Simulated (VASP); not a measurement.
Runs of VASP 6.6.1 on La3O2. The structure is that of space group I4/mmm (No. 139), or close to it. The cells are those of the table. 

| task | cell | k mesh | cutoff (eV) | gap on the mesh (eV) | pressure (GPa) |
| --- | --- | --- | --- | --- | --- |
| relaxation of cell and atoms | relaxed from a = 5.287 Å, angles 118.4, 118.4, 92.8°, 5 atoms | 4 × 4 × 4 | 600 | none | 0.0 |
| single point | a = 6.586 Å, angles 116.2, 116.2, 96.7°, 5 atoms | 8 × 8 × 8 | 520 | none | -0.1 |
| single point | a = 5.287 Å, angles 118.4, 118.4, 92.8°, 5 atoms | 4 × 4 × 4 | 520 | none | 54.7 |
| single point | a = 6.565 Å, angles 116.4, 116.4, 96.3°, 5 atoms | 4 × 4 × 4 | 520 | none | (a) |

Alike in all rows: level PBE; potentials or basis VASP PAW PBE potentials, release 64 (La, O); no spin polarisation; smearing gaussian 0.1 eV.

Problem. Estimate the missing entries.

Solution. (a) 0.1.

Caveats: some runs use coarse meshes; spin-orbit coupling is left out, which moves the levels of the heavy elements; an odd number of electrons without spin polarisation forces a metal; a magnetic or distorted state may lie lower.

A k mesh can miss the band edges, and the runs leave out spin-orbit coupling on La.

A gap of «none» marks levels without a gap at the run's occupations.
